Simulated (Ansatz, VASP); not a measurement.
## Rh in VASP and in Ansatz

File INCAR:

```
  PREC = Accurate
  ENCUT = 520
  EDIFF = 1E-6
  ISMEAR = -1
  SIGMA = 0.1
  LREAL = False
  LASPH = True
  NELM = 80
  ALGO = Normal
  ISIF = 2
  LWAVE = False
  LCHARG = False
  GGA = CA
  NBANDS = 38
```

Contents of KPOINTS:

```
regular mesh
0
Gamma
  15 15 4
```

The input POSCAR:

```
Rh
1.0
    2.6928520037      0.0000000000      0.0000000000
   -1.3464260018      2.3320782438      0.0000000000
    0.0000000000      0.0000000000      8.7851501055
Rh
4
Direct
    0.0000000000      0.0000000000      1.0000000000
    0.0000000000      0.0000000000      0.5000000000
    0.3333333333      0.6666666667      0.2500000000
    0.6666666667      0.3333333333      0.7500000000
```

Input for Ansatz:

```yaml
crystal:
  lattice:
    - [2.6928520037, 0.0, 0.0]
    - [-1.3464260018, 2.3320782438, 0.0]
    - [0.0, 0.0, 8.7851501055]
  atoms:
    - { symbol: Rh, position: [0.0, 0.0, 1.0] }
    - { symbol: Rh, position: [0.0, 0.0, 0.5] }
    - { symbol: Rh, position: [0.3333333333, 0.6666666667, 0.25] }
    - { symbol: Rh, position: [0.6666666667, 0.3333333333, 0.75] }
hamiltonian:
  xc: lda
  pseudopotentials:
    kind: paw
    azcp:
      Rh: "pseudopotentials/Rh.paw.azcp"
basis:
  ecutwfc: 420
  fft_grid_basis: typed
kpoints:
  mp_grid: { grid: [15, 15, 4], shift: [0, 0, 0] }
magnetization:
  spin_polarized: false
scf:
  occupations: { method: fermi_dirac, width: 0.1 }
  lower_state_search: "off"
output:
  stress: true
  write_density: true
  write_potential: true
  elf: true
  volumetric_format: npy
```

Alike in both runs: task single point; functional LDA; k mesh 15 × 15 × 4; occupations fermi-dirac, width 0.1 eV; no spin polarisation.

```csv
,VASP,Ansatz
version,VASP 6.6.1,Ansatz 0.2.0
potentials or method,"VASP PAW LDA potentials, release 64 (Rh_pv), cutoff 520 eV","plane waves (420 eV) with PAW, scalar-relativistic"
valence electrons in the cell,60,68
```

```tsv
	VASP	Ansatz	Ansatz less VASP
pressure (GPa)	-10.4	-11.2	-0.79
traceless stress, the component that is largest in VASP (GPa)	-0.08	-0.09	-0.001
```

Ansatz warns that its potentials were made for another functional, while VASP's fit it. LDA's correlation is that of Perdew and Zunger in VASP and of Perdew and Wang (1992) in Ansatz. VASP's potentials hold 60 valence electrons a cell and Ansatz's 68, so a difference there can come from the potentials and not from the codes.
